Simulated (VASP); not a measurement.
Wanted: the native input for a VASP 6.6.1 run.

```yaml
Task: single point
Functional: PBE
Potentials_or_basis: VASP PAW PBE potentials, release 64 (C)
Cutoff: 520 eV
k_mesh: 12 × 12 × 2
Occupations: gaussian, width 0.05 eV
Spin: no spin polarisation
Dipole_correction: no
Further_INCAR_settings: ALGO = Normal; EDIFF = 1e-06; NBANDS = 36
```

The structure of C lies in POSCAR:

```
C
1.0
    2.4449293754      0.0923780017      0.0923780017
   -1.1424629915      2.0711819487      0.0338126954
    0.4555269730      0.4555269730     12.0562391216
C
12
Direct
    0.0000000000      0.0000000000      0.1868593266
    0.0000000000      0.0000000000      0.6868593266
    0.0000000000      0.0000000000      0.3131406734
    0.0000000000      0.0000000000      0.8131406734
    0.3333333333      0.6666666667      0.5207665411
    0.6666666667      0.3333333333      0.0207665411
    0.3333333333      0.6666666667      0.9792334589
    0.6666666667      0.3333333333      0.4792334589
    0.3333333333      0.6666666667      0.6450950823
    0.6666666667      0.3333333333      0.1450950823
    0.3333333333      0.6666666667      0.8549049177
    0.6666666667      0.3333333333      0.3549049177
```

One way to write it, as run:

INCAR

```
  PREC = Accurate
  ENCUT = 520
  EDIFF = 1E-6
  ISMEAR = 0
  SIGMA = 0.05
  LREAL = False
  LASPH = True
  NELM = 60
  ALGO = Normal
  ISIF = 2
  LWAVE = False
  LCHARG = False
  GGA = PE
  NBANDS = 36
```

KPOINTS

```
Automatic mesh
0
Gamma
  12 12 2
```

Potentials or basis: VASP PAW PBE potentials, release 64 (C).

Command:

```bash
$ cat potpaw_PBE.64/C/POTCAR > POTCAR
$ mpirun -np 1 vasp_std > vasp.out
```

It gave:

```yaml
Pressure: 53.9 GPa
Largest_force: 0.921 eV/Å
Band_gap_on_the_k_mesh: 3.04 eV (least direct gap 3.68 eV)
```

Caveat: the cell stands under pressure.

Run time: 2.4 min on 1 thread of Intel(R) Xeon(R) 6975P-C (Granite Rapids), with other jobs on the host, peak memory 0.31 GiB.
